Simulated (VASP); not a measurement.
# Ni (Fm-3m) in VASP: notebook

Ni is run at these levels: LDA; tasks: single point.

Everything below comes from runs of VASP 6.6.1. Logs are shortened: lines on timing, memory, paths and dates and some standing lists are left out, and cuts for length are marked.

### Step 1. The cell of the first run

The structure is cubic, space group Fm-3m (No. 225). Conventional cell: a = 3.421 Å, b = 3.421 Å, c = 3.421 Å, α = 90.00°, β = 90.00°, γ = 90.00°. Ni (site symmetry m-3m) has 12 Ni at 2.42 Å within 3.2 Å.

### Step 2. Single point, LDA

INCAR

```
SYSTEM = Ni
  ALGO = Normal
  EDIFF = 1E-6
  ENCUT = 600
  GGA = CA
  GGA_COMPAT = .FALSE.
  ISIF = 2
  ISMEAR = -1
  LASPH = .TRUE.
  LCHARG = .TRUE.
  LELF = .TRUE.
  LREAL = .FALSE.
  LVHAR = .TRUE.
  LWAVE = .FALSE.
  NBANDS = 11
  NELM = 120
  PREC = Accurate
  SIGMA = 0.1
```

KPOINTS

```
k-points
0
G
  17 17 17
  0 0 0
```

POSCAR

```
Ni
1.0
    0.0000000000      1.7104399105      1.7104399105
    1.7104399105      0.0000000000      1.7104399105
    1.7104399105      1.7104399105      0.0000000000
Ni
1
Direct
    0.0000000000      0.0000000000      0.0000000000
```

Potentials or basis: VASP PAW LDA potentials, release 64 (Ni).

Command:

```console
$ cat potpaw_LDA.64/Ni/POTCAR > POTCAR
$ mpirun -np 1 vasp_std > vasp.out
```

OUTCAR:

```text
SYSTEM = Ni
   EDIFF = 1E-6
   ENCUT = 600
   GGA = CA
   ISIF = 2
   ISMEAR = -1
   LASPH = .TRUE.
   LREAL = .FALSE.
   NELM = 120
   PREC = Accurate

 ion  position               nearest neighbor table
   1  0.000  0.000  0.000-

  LATTYP: Found a face centered cubic cell.
 ALAT       =     3.4208798210

  Lattice vectors:

 A1 = (   0.0000000000,   1.7104399105,   1.7104399105)
 A2 = (   1.7104399105,   0.0000000000,   1.7104399105)
 A3 = (   1.7104399105,   1.7104399105,   0.0000000000)

Analysis of symmetry for initial positions (statically):
=====================================================================
 Subroutine PRICEL returns:
 Original cell was already a primitive cell.

 Routine SETGRP: Setting up the symmetry group for a
 face centered cubic supercell.

 Subroutine GETGRP returns: Found 48 space group operations
 (whereof 48 operations were pure point group operations)
 out of a pool of 48 trial point group operations.

The static configuration has the point symmetry O_h .

Analysis of symmetry for dynamics (positions and initial velocities):
=====================================================================
 Subroutine PRICEL returns:
 Original cell was already a primitive cell.

 Routine SETGRP: Setting up the symmetry group for a
 face centered cubic supercell.

 Subroutine GETGRP returns: Found 48 space group operations
 (whereof 48 operations were pure point group operations)
 out of a pool of 48 trial point group operations.

The dynamic configuration has the point symmetry O_h .

 Subroutine INISYM returns: Found 48 space group operations
 (whereof 48 operations are pure point group operations),
 and found     1 'primitive' translations

----------------------------------------------------------------------------------------

                                     Primitive cell

  volume of cell :      10.0081

  direct lattice vectors                    reciprocal lattice vectors
     0.000000000  1.710439911  1.710439911    -0.292322459  0.292322459  0.292322459
     1.710439911  0.000000000  1.710439911     0.292322459 -0.292322459  0.292322459
     1.710439911  1.710439911  0.000000000     0.292322459  0.292322459 -0.292322459

  length of vectors
     2.418927319  2.418927319  2.418927319     0.506317351  0.506317351  0.506317351

  position of ions in fractional coordinates (direct lattice)
     0.000000000  0.000000000  0.000000000

  ion indices of the primitive-cell ions
   primitive index   ion index
                 1           1

----------------------------------------------------------------------------------------

 KPOINTS: k-points

Automatic generation of k-mesh.
 Grid dimensions read from file:
 generate k-points for:   17   17   17

 Generating k-lattice:

  Cartesian coordinates                     Fractional coordinates (reciprocal lattice)
    -0.017195439  0.017195439  0.017195439     0.058823529  0.000000000  0.000000000
     0.017195439 -0.017195439  0.017195439     0.000000000  0.058823529  0.000000000
     0.017195439  0.017195439 -0.017195439     0.000000000  0.000000000  0.058823529

  Length of vectors
     0.029783374  0.029783374  0.029783374

  Shift w.r.t. Gamma in fractional coordinates (k-lattice)
     0.000000000  0.000000000  0.000000000

 Subroutine IBZKPT returns following result:
 ===========================================

 Found    165 irreducible k-points:

 Following reciprocal coordinates:
            Coordinates               Weight
  0.000000  0.000000  0.000000      1.000000
  0.058824  0.000000  0.000000      8.000000
  0.117647  0.000000  0.000000      8.000000
  0.176471  0.000000  0.000000      8.000000
  0.235294  0.000000  0.000000      8.000000
  0.294118  0.000000  0.000000      8.000000
[... 16 lines left out ...]
 -0.176471  0.058824  0.000000     24.000000
 -0.117647  0.058824  0.000000     24.000000
 [... further k-points ...]
   k-points           NKPTS =    165   k-points in BZ     NKDIM =    165   number of bands    NBANDS=     11
   number of dos      NEDOS =    301   number of ions     NIONS =      1
   total plane-waves  NPLWV =   8000
   dimension x,y,z NGX =    20 NGY =   20 NGZ =   20
   dimension x,y,z NGXF=    40 NGYF=   40 NGZF=   40
   ions per type =               1
   NGX,Y,Z   is equivalent  to a cutoff of  13.75, 13.75, 13.75 a.u.
   NGXF,Y,Z  is equivalent  to a cutoff of  27.49, 27.49, 27.49 a.u.
 SYSTEM =  Ni
   PREC   = accura    normal or accurate (medium, high low for compatibility)
   ISTART =      0    job   : 0-new  1-cont  2-samecut
   ICHARG =      2    charge: 1-file 2-atom 10-const
   ISPIN  =      1    spin polarized calculation?
   LNONCOLLINEAR =      F non collinear calculations
   LSORBIT =      F    spin-orbit coupling
   LASPH  =      T    aspherical Exc in radial PAW
   ENCUT  =  600.0 eV  44.10 Ry    6.64 a.u.   4.83  4.83  4.83*2*pi/ulx,y,z
   NELM   =    120;   NELMIN=  2; NELMDL= -5     # of ELM steps
   EDIFF  = 0.1E-05   stopping-criterion for ELM
   LREAL  =      F    real-space projection
   EDIFFG = 0.1E-04   stopping-criterion for IOM
   NSW    =      0    number of steps for IOM
   IBRION =     -1    ionic relax: 0-MD 1-quasi-New 2-CG
   NFREE  =      0    steps in history (QN), initial steepest desc. (CG)
   ISIF   =      2    stress and relaxation
   ISYM   =      2    0-nonsym 1-usesym 2-fastsym
   POTIM  = 0.5000    time-step for ionic-motion
   TEBEG  =    0.0;   TEEND  =   0.0 temperature during run
   PSTRESS=    0.0 pullay stress
   NELECT =      10.0000    total number of electrons
   NUPDOWN=      -1.0000    fix difference up-down
   EMIN   =  10.00;   EMAX   =-10.00  energy-range for DOS
   EFERMI =   0.00;   METHOD = LEGACY
   ISMEAR =    -1;   SIGMA  =   0.10  broadening in eV -4-tet -1-fermi 0-gaus
   EFERMI_NEDOS =   21; number of points for ismear=-14 and -15
   IALGO  =     38    algorithm
   IMIX   =      4    mixing-type and parameters
     AMIX     =   0.40;   BMIX     =  1.00
     AMIX_MAG =   1.60;   BMIX_MAG =  1.00
  volume/ion in A,a.u.               =      10.01        67.54
  Fermi-wavevector in a.u.,A,eV,Ry     =   1.636655  3.092829 36.445082  2.678638
  Thomas-Fermi vector in A             =   2.727925
   LORBIT       =      0    0 simple, 1 ext, 2 COOP (PROOUT), +10 PAW based schemes
   GGA     = CA    functional components
   LHFCALC =     F    Hartree Fock is set to
   AEXX    =    0.0000 exact exchange contribution
   IVDW    =     0    specifies the selected vdW correction
   LEPSILON=     F    determine dielectric tensor
   LRPA    =     F    only Hartree local field effects (RPA)
 non-spin polarized calculation
  energy-cutoff  :      600.00
  volume of cell :       10.01
 maximum number of plane-waves:       343
   NGX =  9   NGY =  9   NGZ =  9

 number of electron      10.0000000 magnetization

 number of electron       9.9999994 magnetization

 Free energy of the ion-electron system (eV)
  ---------------------------------------------------
  ext. energy  EPLUGINS =         0.00000000
  ---------------------------------------------------
  free energy    TOTEN  =        -6.59161093 eV

  energy without entropy =       -6.50963815  energy(sigma->0) =       -6.55062454

 E-fermi :  10.1486     XC(G=0): -14.1145

 val. band max:       10.1374106782   @ k =   0.4706   0.1176   0.0000
 cond. band min:      10.1593092295   @ k =   0.4706   0.1765   0.0000
 fundamental gap:      0.0218985513
 Fermi energy:        10.1486249030

 k-point     1 :       0.0000    0.0000    0.0000
  band No.  band energies     occupation
      1       0.7146      2.00000
      2       8.0121      2.00000
      3       8.0121      2.00000
      4       8.0121      2.00000
      5       9.2889      1.99963
      6       9.2889      1.99963
      7      34.7416      0.00000
      8      39.1950      0.00000
      9      39.1950      0.00000
     10      39.1950      0.00000
     11      42.5343      0.00000

 k-point     2 :       0.0588    0.0000    0.0000
  band No.  band energies     occupation
      1       0.8589      2.00000
      2       7.9694      2.00000
      3       8.0472      2.00000
      4       8.0472      2.00000
      5       9.2733      1.99968
      6       9.2733      1.99968
      7      34.3902      0.00000
      8      37.4627      0.00000
      9      38.9126      0.00000
     10      38.9126      0.00000
     11      42.9635      0.00000

 k-point     3 :       0.1176    0.0000    0.0000
  band No.  band energies     occupation
      1       1.2843      2.00000
      2       7.8547      2.00000
      3       8.1370      2.00000
      4       8.1370      2.00000
      5       9.2420      1.99977
      6       9.2420      1.99977
      7      32.5093      0.00000
      8      36.0757      0.00000
      9      38.3433      0.00000
     10      38.3433      0.00000
     11      43.4897      0.00000

 k-point     4 :       0.1765    0.0000    0.0000
  band No.  band energies     occupation
      1       1.9648      2.00000
      2       7.7084      2.00000
      3       8.2300      2.00000
      4       8.2300      2.00000
      5       9.2448      1.99976
      6       9.2448      1.99976
      7      29.5303      0.00000
      8      35.5985      0.00000
      9      37.7739      0.00000
     10      37.7739      0.00000
     11      43.4587      0.00000
[... 239 lines left out ...]
 k-point    22 :      -0.2353    0.0588    0.0000
  band No.  band energies     occupation
      1       3.2730      2.00000
      2       7.5303      2.00000
      3       8.2293      2.00000
      4       8.3018      2.00000
      5       9.2250      1.99981
      6       9.6292      1.98896
      7      25.5413      0.00000
      8      33.1557      0.00000
      9      36.7911      0.00000
     10      39.3599      0.00000
     11      41.2469      0.00000

 k-point    23 :      -0.1765    0.0588    0.0000
  band No.  band energies     occupation
      1       2.3580      2.00000
      2       7.6098      2.00000
      3       8.2604      2.00000
      4       8.3013      2.00000
      5       9.0999      1.99994
      6       9.4341      1.99842
      7      28.5898      0.00000
      8      33.6379      0.00000
      9      37.4435      0.00000
     10      39.6625      0.00000
     11      41.7418      0.00000

 k-point    24 :      -0.1176    0.0588    0.0000
  band No.  band energies     occupation
      1       1.6080      2.00000
      2       7.7562      2.00000
      3       8.2042      2.00000
      4       8.2092      2.00000
      5       9.1193      1.99993
      6       9.3374      1.99940
      7      31.6275      0.00000
      8      34.3120      0.00000
      9      37.7359      0.00000
     10      39.8978      0.00000
     11      42.0283      0.00000

 [... further k-points ...]
[... 5 lines left out ...]
  --------------------------------------------------------------------------------------
  -------------------------------------------------------------------------------------
  Total       -0.0098279     -0.0098279     -0.0098279      0.0000000      0.0000000     -0.0000000
  in kB       -1.5733260     -1.5733260     -1.5733260      0.0000000      0.0000000     -0.0000000
  external PRESSURE =      -1.5733260 kB  Pullay stress =       0.0000000 kB

 VOLUME and BASIS-vectors are now :
 -----------------------------------------------------------------------------
  energy-cutoff  :      600.00
  volume of cell :       10.01
      direct lattice vectors                 reciprocal lattice vectors
     0.000000000  1.710439911  1.710439911    -0.292322459  0.292322459  0.292322459
     1.710439911  0.000000000  1.710439911     0.292322459 -0.292322459  0.292322459
     1.710439911  1.710439911  0.000000000     0.292322459  0.292322459 -0.292322459

 POSITION                                       TOTAL-FORCE (eV/Angst)
 -----------------------------------------------------------------------------------
      0.00000      0.00000      0.00000        -0.000000     -0.000000     -0.000000
 -----------------------------------------------------------------------------------
    total drift:                                0.000000      0.000000      0.000000

  FREE ENERGIE OF THE ION-ELECTRON SYSTEM (eV)
  ---------------------------------------------------
  free  energy   TOTEN  =        -6.5916109289 eV

  energy  without entropy=       -6.5096381530  energy(sigma->0) =       -6.55062454
```

Wall time 18 s (1 thread of Intel Xeon 6975P-C, shared host); peak memory 0.13 GiB.

What came out:

```yaml
Free_energy: -6.5916 eV
Pressure: -0.2 GPa
Band_gap_on_the_k_mesh: zero (band 5 reaches 10.30 eV, above the bottom of band 6 at 9.24 eV)
```

Caveat: the run has no spin polarisation, though such a crystal can be magnetic.

### Step 3. Single point, LDA

INCAR

```
SYSTEM = Ni
PREC = Accurate
ENCUT = 600
EDIFF = 1E-6
ISMEAR = -1
SIGMA = 0.1
LREAL = .FALSE.
LASPH = .TRUE.
NELM = 120
ALGO = Normal
ISIF = 2
LWAVE = .FALSE.
LCHARG = .FALSE.
GGA = CA
NBANDS = 11
GGA_COMPAT = .FALSE.
```

KPOINTS

```
regular mesh
0
G
  23 23 23
  0 0 0
```

POSCAR is that of step 2.

Potentials or basis: VASP PAW LDA potentials, release 64 (Ni).

Command:

```console
$ cat potpaw_LDA.64/Ni/POTCAR > POTCAR
$ mpirun -np 1 vasp_std > vasp.out
```

It took 29 s on 1 thread of Intel Xeon 6975P-C, shared host; peak memory 0.16 GiB.

The run converged. Its results:

| Item | Value |
| --- | --- |
| Free energy | -6.5907 eV |
| Pressure | -0.1 GPa |
| Band gap on the k mesh | zero (band 5 reaches 10.31 eV, above the bottom of band 6 at 9.24 eV) |

Levels at points of the mesh, in eV from the Fermi level:
```
           k point  band 3  band 4  band 5  band 6  band 7  band 8
(0.00, 0.00, 0.00)   -2.14   -2.14   -0.86   -0.86   24.59   29.04
```

Caveat: the run has no spin polarisation, though such a crystal can be magnetic.

### Step 4. Single point, LDA

Edit INCAR of step 3 so:

```diff
@@ -13,3 +13,2 @@
 LCHARG = .FALSE.
-GGA = CA
 NBANDS = 11
```

KPOINTS

```
regular mesh
0
G
  3 3 3
  0 0 0
```

POSCAR is that of step 3.

Command:

```console
$ cat potpaw_LDA.64/Ni/POTCAR > POTCAR
$ mpirun -np 1 vasp_std > vasp.out
```

It took 3.1 s on 1 thread of Intel Xeon 8259CL, shared host; peak memory 0.11 GiB.

It converged, with:

```yaml
Free_energy: -6.2372 eV
Pressure: 10.9 GPa
Band_gap_on_the_k_mesh: zero (band 5 reaches 9.42 eV, above the bottom of band 6 at 8.90 eV)
```

Levels at points of the mesh, in eV from the Fermi level:
| k point | band 1 | band 2 | band 3 | band 4 | band 5 | band 6 | band 7 | band 8 | band 9 | band 10 |
| --- | --- | --- | --- | --- | --- | --- | --- | --- | --- | --- |
| (0.00, 0.00, 0.00) | -8.71 | -1.75 | -1.75 | -1.75 | -0.54 | -0.54 | 25.35 | 29.76 | 29.76 | 29.76 |

Caveat: the k points lie up to 1.06 Å⁻¹ apart; the run has no spin polarisation, though such a crystal can be magnetic. Spin polarisation is off, so any magnetic state and its effect on volume and gap are missing.

### Step 5. Summary

| k mesh | gap on the mesh (eV) | pressure (GPa) |
| --- | --- | --- |
| 17 × 17 × 17 | none | -0.2 |
| 23 × 23 × 23 | none | -0.1 |
| 3 × 3 × 3 | none | 10.9 |

Alike in all rows: task single point; level LDA; potentials or basis VASP PAW LDA potentials, release 64 (Ni); no spin polarisation; cell as given; cutoff (eV) 600; smearing fermi-dirac 0.1 eV.

Caveats: some runs use coarse meshes; the run has no spin polarisation, though such a crystal can be magnetic.

Absolute energies hang on the potentials; compare differences alone.
